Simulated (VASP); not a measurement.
Here is a VASP 6.6.1 calculation.

File INCAR:

```
ALGO = Normal ; EDIFF = 1E-7
ENCUT = 520 ; GGA = PE
ISIF = 2 ; ISMEAR = -1
IVDW = 12 ; LASPH = T
LCHARG = F ; LREAL = Auto
LWAVE = F ; NBANDS = 33
NELM = 100 ; PREC = Accurate
SIGMA = 0.05
```

KPOINTS

```
Automatic mesh
0
Gamma
  2 2 2
  0.5 0.5 0.5
```

The input POSCAR:

```
Be
1.0
   -0.0000000001      3.9960864412      3.6128632108
   -3.4607123737     -1.9980432206      3.6128632108
    3.4607123738     -1.9980432205      3.6128632108
Be
18
Direct
    0.3138108428      0.6383701892      0.3167288969
    0.6637798130      0.6455312967      0.9600073011
    0.2937141960      0.3074143413      0.6363041412
    0.2916375112      0.9680634649      0.9703494105
    0.6475785836      0.3089530524      0.2808620153
    0.9727736391      0.6275621361      0.6294655015
    0.9688761206      0.3040394649      0.9823605001
    0.6399130004      0.9726529495      0.6204875950
    0.9671741293      0.9813757876      0.3140328390
    0.3725460244      0.6806613464      0.7166157935
    0.6926945874      0.7155403982      0.3447441975
    0.3474481933      0.3642759955      0.0289016926
    0.3439913561      0.0240708416      0.3675784411
    0.6771076227      0.3386535550      0.7145952281
    0.0332346276      0.6936348433      0.0446947531
    0.0524121509      0.3560244478      0.3690957450
    0.7043315770      0.0302846250      0.0228968397
    0.0169759785      0.0428911796      0.6802796019
```

Potentials or basis: VASP PAW PBE potentials, release 64 (Be).

Command:

```console
$ cat potpaw_PBE.64/Be/POTCAR > POTCAR
$ mpirun -np 1 vasp_std > vasp.out
```

Problem. Estimate the dispersion energy per atom.

Solution. -0.337 eV.

Problem. What does it give for the largest force?

Solution. 1.087 eV/Å.

Problem. Estimate the band gap on the k mesh.

Solution. Zero (band 18 reaches 5.90 eV, above the bottom of band 19 at 5.83 eV).

Stress tensor (GPa, compression positive):
```
 -8.73   1.08  -0.23
  1.08  -8.75   0.02
 -0.23   0.02 -13.84
```

Caveat: the k points lie up to 0.60 Å⁻¹ apart; pairwise dispersion overbinds metals, which lowers pressure and volume; forces of over 1 eV/Å act on the atoms, so gaps and moduli don't describe the material at rest.
